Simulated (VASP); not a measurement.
Runs of VASP 6.6.1 on SiNi3. The structure is that of space group Pm-3m (No. 221), or close to it. The cells are those of the table. 

```tsv
task	level	cell	cutoff (eV)	gap on the mesh (eV)	pressure (GPa)	moment (μB)	relaxed volume (Å³/atom)
relaxation of cell and atoms	PBE	relaxed to 5 GPa from a = 3.542 Å, 4 atoms	600	none	4.9	0.00	-
single point	r2SCAN	a = 3.565 Å, 4 atoms	520	none	-16.4	0.00	-
relaxation of cell and atoms	PBEsol	relaxed from a = 3.542 Å, 4 atoms	600	none	0.1	0.00	10.35
single point	r2SCAN	a = 3.589 Å, 4 atoms	520	none	(a)	0.00	-
relaxation of cell and atoms	BLYP	relaxed from a = 3.542 Å, 4 atoms	600	none	0.0	0.00	11.34
```

Alike in all rows: potentials or basis VASP PAW PBE potentials, release 64 (Ni, Si); spin collinear, ferromagnetic start; k mesh 8 × 8 × 8; smearing fermi-dirac 0.05 eV.

Estimate the missing entries.

(a) -19.3.

Caveats: the moments typed at the start vanished in this run; the PAW data sets were made with another functional, which shifts forces and pressure a little (at least some runs); the cell stands under tension (at least some runs); the cell is relaxed towards a set pressure, so the run minimises the enthalpy, not the energy (at least some runs).

A gap of «none» marks levels without a gap at the run's occupations.
